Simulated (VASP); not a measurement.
## SnS: single point with PBE

**The experiment to reproduce.**

From “Linear dichroism of the optical properties of SnS and SnSe van der Waals crystals”, 2024, arxiv:2409.17412, for a bulk crystal of SnS at 20 K: band gap 1.16 eV (indirect).

The system is SnS.

```
CELL_PARAMETERS angstrom
11.44669 0.00000 0.00000
0.00000 4.02543 0.00000
0.00000 0.00000 4.44688
ATOMIC_POSITIONS crystal
Sn 0.62159 0.25000 0.62978
Sn 0.87841 0.75000 0.12978
Sn 0.12159 0.25000 0.87022
Sn 0.37841 0.75000 0.37022
S 0.35000 0.25000 0.97682
S 0.15000 0.75000 0.47682
S 0.85000 0.25000 0.52318
S 0.65000 0.75000 0.02318
```

```json
{"Program": "VASP 6.6.1", "Task": "single point", "Functional": "PBE", "Potentials or basis": "VASP PAW PBE potentials, release 64 (Sn_d, S)", "Cutoff": "500 eV", "k mesh": "4 × 8 × 6", "Occupations": "gaussian, width 0.02 eV", "Spin": "no spin polarisation"}
```

The pressure is -0.1 GPa. The largest force is 0.004 eV/Å. The band gap on the k mesh is 1.05 eV (least direct gap 1.32 eV).

Forces on the atoms (eV/Å):
```
Sn   0.000  0.000 -0.004
Sn   0.000  0.000 -0.004
Sn   0.000  0.000  0.004
Sn   0.000  0.000  0.004
S   -0.004  0.000 -0.002
S    0.004  0.000 -0.002
S   -0.004  0.000  0.002
S    0.004  0.000  0.002
```

Levels at points of the mesh, in eV from the valence-band top:
```csv
k point,band 36,band 37,band 38,band 39,band 40,band 41,band 42,band 43,band 44,band 45
"(0.00, 0.00, 0.00)",-1.88,-1.65,-1.00,-0.59,-0.35,1.20,3.08,3.08,3.08,3.46
"(0.50, 0.00, 0.00)",-1.93,-1.84,-1.84,-0.44,-0.44,2.73,2.73,2.85,2.85,4.06
"(0.00, 0.50, 0.00)",-1.83,-0.81,-0.81,-0.80,-0.80,1.50,1.50,1.65,1.65,2.44
"(0.50, 0.50, 0.00)",-2.13,-0.91,-0.91,-0.91,-0.91,1.75,1.75,1.75,1.75,2.82
"(0.00, 0.00, 0.50)",-1.56,-0.75,-0.75,-0.01,-0.01,1.65,1.65,2.08,2.08,2.57
"(0.50, 0.00, 0.50)",-1.93,-0.58,-0.58,0.00,0.00,1.64,1.64,2.08,2.08,2.61
"(0.00, 0.50, 0.50)",-3.03,-2.07,-2.07,-1.17,-1.17,2.94,2.94,3.12,3.12,4.63
"(0.50, 0.50, 0.50)",-3.48,-1.40,-1.40,-1.40,-1.40,2.86,2.86,2.86,2.86,4.50
```

Wall time 8.3 min on 1 thread of Oxide Virtual Turin-like Processor (shared host), peak memory 0.5 GiB.

A measured gap of SnS is 1.16 eV (indirect; 20 K; “Linear dichroism of the optical properties of SnS and SnSe van der Waals crystals”, 2024, arxiv:2409.17412); the calculated 1.05 eV misses it by -0.11 eV. 2 values of this kind are on record (1.09 to 1.16 eV); this one was drawn at random. Spin-orbit coupling on Sn is left out. The value is that of PBE on a finite k mesh, which can miss the band edges, without temperature or zero-point motion. Semilocal functionals fall short of measured gaps as a rule.

Caveat: spin-orbit coupling is left out, which moves the levels of the heavy elements.
